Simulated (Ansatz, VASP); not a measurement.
Hf in VASP and in Ansatz

Contents of INCAR:

```
SYSTEM = Hf
PREC = Accurate
ENCUT = 520
EDIFF = 1E-6
ISMEAR = -1
SIGMA = 0.05
LREAL = .False.
LASPH = .True.
NELM = 80
ALGO = Fast
ISIF = 2
LWAVE = .False.
LCHARG = .False.
NBANDS = 17
```

Contents of KPOINTS:

```
Automatic mesh
0
Gamma
  6 6 3
  0 0 0
```

POSCAR

```
Hf
1.0
    3.1967000000      0.0000000000      0.0000000000
   -1.5983500000      2.7684234083      0.0000000000
    0.0000000000      0.0000000000      5.0578000000
Hf
2
Direct
    0.6666666667      0.3333333333      0.7500000000
    0.3333333333      0.6666666667      0.2500000000
```

Contents of input.yaml:

```yaml
crystal:
  lattice:
    - [3.1967, 0.0, 0.0]
    - [-1.59835, 2.7684234083, 0.0]
    - [0.0, 0.0, 5.0578]
  atoms:
    - { symbol: Hf, position: [0.6666666667, 0.3333333333, 0.75] }
    - { symbol: Hf, position: [0.3333333333, 0.6666666667, 0.25] }
hamiltonian:
  xc: lda
  pseudopotentials: { kind: paw }
kpoints:
  mp_grid: { grid: [6, 6, 3] }
  band_path:
    path:
      - [[0.0, 0.0, 0.0], [0.5, 0.0, 0.0], [0.3333333333, 0.3333333333, 0.0], [0.0, 0.0, 0.0], [0.0, 0.0, 0.5], [0.5, 0.0, 0.5], [0.3333333333, 0.3333333333, 0.5], [0.0, 0.0, 0.5]]
      - [[0.5, 0.0, 0.5], [0.5, 0.0, 0.0]]
      - [[0.3333333333, 0.3333333333, 0.0], [0.3333333333, 0.3333333333, 0.5]]
    npoints: 14
scf:
  occupations: { method: fermi_dirac, width: 0.05 }
  n_extra_bands: 6
output:
  forces: true
  stress: true
  eigenvalues: true
  fatbands: true
  write_density: true
  write_potential: true
  elf: true
  volumetric_format: npy
```

Alike in both runs: functional LDA; k mesh 6 × 6 × 3; occupations fermi-dirac, width 0.05 eV; no spin polarisation.

|  | VASP | Ansatz |
| --- | --- | --- |
| version | VASP 6.6.1 | Ansatz 0.2.0 |
| potentials or method | VASP PAW LDA potentials, release 64 (Hf_pv) | Ansatz PAW |
| plane-wave cutoff (eV) | 520 | 420 |
| valence electrons in the cell | 20 | 52 |
| task | single point | band structure |

Ansatz gave:

```
gap on the k mesh at the Fermi level (eV)                     : none
pressure (GPa)                                                : -7.0
traceless stress, the component that is largest in VASP (GPa) : 0.23
```

Task: Estimate VASP's values.

Result: gap on the k mesh at the Fermi level (eV): none; pressure (GPa): -7.0; traceless stress, the component that is largest in VASP (GPa): 0.20.

LDA's correlation is that of Perdew and Zunger in VASP and of Perdew and Wang (1992) in Ansatz. A gap of «none» marks a metal or a gap that the smearing closes. VASP's potentials hold 20 valence electrons a cell and Ansatz's 52, so a difference there can come from the potentials and not from the codes.

The k mesh is coarse, so the values compare programs but aren't converged. Neither program's run includes spin-orbit coupling.
